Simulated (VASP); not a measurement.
# Li2O (Fm-3m) in VASP: notebook

Runs on Li2O. Level: PBE. Tasks: single point, vibrations by perturbation theory.

All numbers are computed with VASP 6.6.1; they aren't measurements. Logs are shortened: lines on timing, memory, paths and dates and some standing lists are left out, and cuts for length are marked.

### 1 The cell of the first run

Symmetry: Fm-3m, No. 225, cubic system. Conventional cell: a = 4.626 Å, b = 4.626 Å, c = 4.626 Å, α = 90.00°, β = 90.00°, γ = 90.00°. Li (site symmetry -43m) has 4 O at 2.00 Å and 6 Li at 2.31 Å within 2.7 Å. O (site symmetry m-3m) has 8 Li at 2.00 Å within 2.7 Å.

### 2 Single point, PBE

The input, POSCAR:

```
Li2O
1.0
    0.0000000000      2.3131900688      2.3131900688
    2.3131900688      0.0000000000      2.3131900688
    2.3131900688      2.3131900688      0.0000000000
Li O
2 1
Direct
    0.7500000000      0.7500000000      0.7500000000
    0.2500000000      0.2500000000      0.2500000000
    0.5000000000      0.5000000000      0.5000000000
```

The input, INCAR.step1:

```
ALGO = Normal ; EDIFF = 1E-6
ENCUT = 650 ; GGA = PE
GGA_COMPAT = F ; ISIF = 2
ISMEAR = 0 ; LASPH = T
LCHARG = T ; LORBIT = 11
LREAL = F ; LWAVE = F
NBANDS = 13 ; NEDOS = 2001
NELM = 120 ; PREC = Accurate
SIGMA = 0.02
```

The input, KPOINTS.step1:

```
k-points
0
Gamma
  8 8 8
```

The input, INCAR.step2:

```
ALGO = Normal ; EDIFF = 1E-6
ENCUT = 650 ; GGA = PE
GGA_COMPAT = F ; ICHARG = 11
ISIF = 2 ; ISMEAR = -5
LASPH = T ; LCHARG = F
LORBIT = 10 ; LREAL = F
LWAVE = F ; NBANDS = 13
NEDOS = 1001 ; NELM = 120
PREC = Accurate ; SIGMA = 0.02
```

The input, KPOINTS.step2:

```
k-points
0
Gamma
  12 12 12
```

Potentials or basis: VASP PAW PBE potentials, release 64 (Li_sv, O).

Command:

```sh
> cat potpaw_PBE.64/Li_sv/POTCAR potpaw_PBE.64/O/POTCAR > POTCAR
> cp INCAR.step1 INCAR
> cp KPOINTS.step1 KPOINTS
> mpirun -np 1 vasp_std > vasp.out
> cp INCAR.step2 INCAR
> cp KPOINTS.step2 KPOINTS
> mpirun -np 1 vasp_std > vasp.out
```

OUTCAR:

```text
EDIFF = 1E-6
   ENCUT = 650
   GGA = PE
   ICHARG = 11
   ISIF = 2
   ISMEAR = -5
   LASPH = T
   LORBIT = 10
   LREAL = F
   NELM = 120
   PREC = Accurate

 ion  position               nearest neighbor table
   1  0.750  0.750  0.750-   3 2.00   3 2.00   3 2.00   3 2.00   2 2.31   2 2.31   2 2.31   2 2.31
                             2 2.31   2 2.31
   2  0.250  0.250  0.250-   3 2.00   3 2.00   3 2.00   3 2.00   1 2.31   1 2.31   1 2.31   1 2.31
                             1 2.31   1 2.31
   3  0.500  0.500  0.500-   2 2.00   2 2.00   2 2.00   1 2.00   2 2.00   1 2.00   1 2.00   1 2.00

  LATTYP: Found a face centered cubic cell.
 ALAT       =     4.6263801376

  Lattice vectors:

 A1 = (   0.0000000000,   2.3131900688,   2.3131900688)
 A2 = (   2.3131900688,   0.0000000000,   2.3131900688)
 A3 = (   2.3131900688,   2.3131900688,   0.0000000000)

Analysis of symmetry for initial positions (statically):
=====================================================================
 Subroutine PRICEL returns:
 Original cell was already a primitive cell.

 Routine SETGRP: Setting up the symmetry group for a
 face centered cubic supercell.

 Subroutine GETGRP returns: Found 48 space group operations
 (whereof 48 operations were pure point group operations)
 out of a pool of 48 trial point group operations.

The static configuration has the point symmetry O_h .

Analysis of symmetry for dynamics (positions and initial velocities):
=====================================================================
 Subroutine PRICEL returns:
 Original cell was already a primitive cell.

 Routine SETGRP: Setting up the symmetry group for a
 face centered cubic supercell.

 Subroutine GETGRP returns: Found 48 space group operations
 (whereof 48 operations were pure point group operations)
 out of a pool of 48 trial point group operations.

The dynamic configuration has the point symmetry O_h .

 Subroutine INISYM returns: Found 48 space group operations
 (whereof 48 operations are pure point group operations),
 and found     1 'primitive' translations

----------------------------------------------------------------------------------------

                                     Primitive cell

  volume of cell :      24.7551

  direct lattice vectors                    reciprocal lattice vectors
     0.000000000  2.313190069  2.313190069    -0.216151715  0.216151715  0.216151715
     2.313190069  0.000000000  2.313190069     0.216151715 -0.216151715  0.216151715
     2.313190069  2.313190069  0.000000000     0.216151715  0.216151715 -0.216151715

  length of vectors
     3.271344768  3.271344768  3.271344768     0.374385752  0.374385752  0.374385752

  position of ions in fractional coordinates (direct lattice)
     0.750000000  0.750000000  0.750000000
     0.250000000  0.250000000  0.250000000
     0.500000000  0.500000000  0.500000000

  ion indices of the primitive-cell ions
   primitive index   ion index
                 1           1
                 2           2
                 3           3

----------------------------------------------------------------------------------------

 KPOINTS: k-points

Automatic generation of k-mesh.
 Grid dimensions read from file:
 generate k-points for:   12   12   12

 Generating k-lattice:

  Cartesian coordinates                     Fractional coordinates (reciprocal lattice)
    -0.018012643  0.018012643  0.018012643     0.083333333  0.000000000  0.000000000
     0.018012643 -0.018012643  0.018012643     0.000000000  0.083333333  0.000000000
     0.018012643  0.018012643 -0.018012643     0.000000000  0.000000000  0.083333333

  Length of vectors
     0.031198813  0.031198813  0.031198813

  Shift w.r.t. Gamma in fractional coordinates (k-lattice)
     0.000000000  0.000000000  0.000000000

 TETIRR: Found    247 inequivalent tetrahedra from    10368

 Subroutine IBZKPT returns following result:
 ===========================================

 Found     72 irreducible k-points:

 Following reciprocal coordinates:
            Coordinates               Weight
  0.000000  0.000000  0.000000      1.000000
  0.083333  0.000000  0.000000      8.000000
  0.166667  0.000000  0.000000      8.000000
  0.250000  0.000000  0.000000      8.000000
  0.333333  0.000000  0.000000      8.000000
  0.416667  0.000000  0.000000      8.000000
[... 16 lines left out ...]
  0.500000  0.166667  0.000000     24.000000
 -0.416667  0.166667  0.000000     24.000000
 [... further k-points ...]
   k-points           NKPTS =     72   k-points in BZ     NKDIM =     72   number of bands    NBANDS=     13
   number of dos      NEDOS =   1001   number of ions     NIONS =      3
   total plane-waves  NPLWV =  21952
   dimension x,y,z NGX =    28 NGY =   28 NGZ =   28
   dimension x,y,z NGXF=    56 NGYF=   56 NGZF=   56
   ions per type =               2   1
   NGX,Y,Z   is equivalent  to a cutoff of  14.23, 14.23, 14.23 a.u.
   NGXF,Y,Z  is equivalent  to a cutoff of  28.46, 28.46, 28.46 a.u.
 SYSTEM =  unknown system
   PREC   = accura    normal or accurate (medium, high low for compatibility)
   ISTART =      0    job   : 0-new  1-cont  2-samecut
   ICHARG =     11    charge: 1-file 2-atom 10-const
   ISPIN  =      1    spin polarized calculation?
   LNONCOLLINEAR =      F non collinear calculations
   LSORBIT =      F    spin-orbit coupling
   LASPH  =      T    aspherical Exc in radial PAW
   ENCUT  =  650.0 eV  47.77 Ry    6.91 a.u.   6.80  6.80  6.80*2*pi/ulx,y,z
   NELM   =    120;   NELMIN=  2; NELMDL=  0     # of ELM steps
   EDIFF  = 0.1E-05   stopping-criterion for ELM
   LREAL  =      F    real-space projection
   EDIFFG = 0.1E-04   stopping-criterion for IOM
   NSW    =      0    number of steps for IOM
   IBRION =     -1    ionic relax: 0-MD 1-quasi-New 2-CG
   NFREE  =      0    steps in history (QN), initial steepest desc. (CG)
   ISIF   =      2    stress and relaxation
   ISYM   =      2    0-nonsym 1-usesym 2-fastsym
   POTIM  = 0.5000    time-step for ionic-motion
   TEBEG  =    0.0;   TEEND  =   0.0 temperature during run
   PSTRESS=    0.0 pullay stress
   NELECT =      12.0000    total number of electrons
   NUPDOWN=      -1.0000    fix difference up-down
   EMIN   =  10.00;   EMAX   =-10.00  energy-range for DOS
   EFERMI =   0.00;   METHOD = LEGACY
   ISMEAR =    -5;   SIGMA  =   0.02  broadening in eV -4-tet -1-fermi 0-gaus
   EFERMI_NEDOS =   21; number of points for ismear=-14 and -15
   IALGO  =     38    algorithm
   IMIX   =      4    mixing-type and parameters
     AMIX     =   0.40;   BMIX     =  1.00
     AMIX_MAG =   1.60;   BMIX_MAG =  1.00
  volume/ion in A,a.u.               =       8.25        55.69
  Fermi-wavevector in a.u.,A,eV,Ry     =   1.286019  2.430223 22.501913  1.653844
  Thomas-Fermi vector in A             =   2.418118
   LORBIT       =     10    0 simple, 1 ext, 2 COOP (PROOUT), +10 PAW based schemes
   GGA     = PE    functional components
   LHFCALC =     F    Hartree Fock is set to
   AEXX    =    0.0000 exact exchange contribution
   IVDW    =     0    specifies the selected vdW correction
   LEPSILON=     F    determine dielectric tensor
   LRPA    =     F    only Hartree local field effects (RPA)
 non-spin polarized calculation
 Fermi weights with tetrahedron method with Bloechl corrections
  energy-cutoff  :      650.00
  volume of cell :       24.76
 maximum number of plane-waves:       950

 number of electron      11.9999999 magnetization

 Free energy of the ion-electron system (eV)
  ---------------------------------------------------
  ext. energy  EPLUGINS =         0.00000000
  ---------------------------------------------------
  free energy    TOTEN  =       -14.35300326 eV

  energy without entropy =      -14.35300326  energy(sigma->0) =      -14.35300326

 E-fermi :   1.3431     XC(G=0):  -9.7337

 val. band max:        1.3135023433   @ k =   0.0000   0.0000   0.0000
 cond. band min:       6.2807500926   @ k =   0.5000   0.5000   0.0000
 fundamental gap:      4.9672477493
 Fermi energy:         1.3431410514

 k-point     1 :       0.0000    0.0000    0.0000
  band No.  band energies     occupation
      1     -41.6830      2.00000
      2     -41.3580      2.00000
      3     -14.1277      2.00000
      4       1.3135      2.00000
      5       1.3135      2.00000
      6       1.3135      2.00000
      7       6.5557      0.00000
      8      13.2227      0.00000
      9      13.2227      0.00000
     10      13.2227      0.00000
     11      20.2643      0.00000
     12      20.2643      0.00000
     13      20.2643      0.00000

 k-point     2 :       0.0833    0.0000    0.0000
  band No.  band energies     occupation
      1     -41.6766      2.00000
      2     -41.3626      2.00000
      3     -14.1140      2.00000
      4       1.0728      2.00000
      5       1.2806      2.00000
      6       1.2806      2.00000
      7       6.7500      0.00000
      8      13.2368      0.00000
      9      13.3262      0.00000
     10      13.3262      0.00000
     11      19.4604      0.00000
     12      19.4604      0.00000
     13      20.4957      0.00000
[... 321 lines left out ...]
 k-point    23 :       0.5000    0.1667    0.0000
  band No.  band energies     occupation
      1     -41.5333      2.00000
      2     -41.4796      2.00000
      3     -13.8909      2.00000
      4      -1.1892      2.00000
      5       0.5620      2.00000
      6       0.6134      2.00000
      7       9.2121      0.00000
      8      11.8725      0.00000
      9      13.7925      0.00000
     10      14.4556      0.00000
     11      18.0753      0.00000
     12      19.9190      0.00000
     13      23.9580      0.00000

 k-point    24 :      -0.4167    0.1667    0.0000
  band No.  band energies     occupation
      1     -41.5166      2.00000
      2     -41.4960      2.00000
      3     -13.8860      2.00000
      4      -1.2451      2.00000
      5       0.4580      2.00000
      6       0.7059      2.00000
      7       9.6236      0.00000
      8      11.4099      0.00000
      9      13.9084      0.00000
     10      14.3539      0.00000
     11      18.7528      0.00000
     12      19.0935      0.00000
     13      24.1624      0.00000

 [... further k-points ...]

------------------------ aborting loop because EDIFF is reached ----------------------------------------

  FORCE on cell =-STRESS in cart. coord.  units (eV):
  Direction    XX          YY          ZZ          XY          YZ          ZX
  --------------------------------------------------------------------------------------
  -------------------------------------------------------------------------------------
  Total       -0.0827072     -0.0827072     -0.0827072      0.0000000      0.0000000     -0.0000000
  in kB       -5.3529119     -5.3529119     -5.3529119      0.0000000      0.0000000     -0.0000000
  external PRESSURE =      -5.3529119 kB  Pullay stress =       0.0000000 kB

 VOLUME and BASIS-vectors are now :
 -----------------------------------------------------------------------------
  energy-cutoff  :      650.00
  volume of cell :       24.76
      direct lattice vectors                 reciprocal lattice vectors
     0.000000000  2.313190069  2.313190069    -0.216151715  0.216151715  0.216151715
     2.313190069  0.000000000  2.313190069     0.216151715 -0.216151715  0.216151715
     2.313190069  2.313190069  0.000000000     0.216151715  0.216151715 -0.216151715

 POSITION                                       TOTAL-FORCE (eV/Angst)
 -----------------------------------------------------------------------------------
      3.46979      3.46979      3.46979         0.000000      0.000000      0.000000
      1.15660      1.15660      1.15660        -0.000000     -0.000000     -0.000000
      2.31319      2.31319      2.31319         0.000000      0.000000      0.000000
 -----------------------------------------------------------------------------------
    total drift:                                0.000000      0.000000      0.000000

  FREE ENERGIE OF THE ION-ELECTRON SYSTEM (eV)
  ---------------------------------------------------
  free  energy   TOTEN  =       -14.3530032599 eV

  energy  without entropy=      -14.3530032599  energy(sigma->0) =      -14.35300326

 total charge

# of ion       s       p       d       tot
------------------------------------------
    1        2.035   0.082   0.000   2.117
    2        2.035   0.082   0.000   2.117
    3        1.530   3.500   0.000   5.030
--------------------------------------------------
tot          5.601   3.663   0.000   9.265
```

Run time: 15 s. Hardware: 1 thread of Intel Xeon 6975P-C (Granite Rapids), shared host; peak memory 0.15 GiB.

Results:

* Valence electrons inside the program's atomic spheres: Li 2.12; O 5.03

Levels at points of the mesh, in eV from the valence-band top:
| k point | band 3 | band 4 | band 5 | band 6 | band 7 | band 8 | band 9 | band 10 |
| --- | --- | --- | --- | --- | --- | --- | --- | --- |
| (0.00, 0.00, 0.00) | -15.44 | 0.00 | 0.00 | 0.00 | 5.24 | 11.91 | 11.91 | 11.91 |
| (0.50, 0.00, 0.00) | -15.22 | -2.76 | -0.44 | -0.44 | 9.18 | 9.77 | 12.04 | 12.04 |
| (0.50, 0.50, 0.00) | -15.17 | -1.59 | -1.37 | -1.37 | 4.97 | 13.49 | 13.49 | 14.67 |

[end of part 1 of 2]
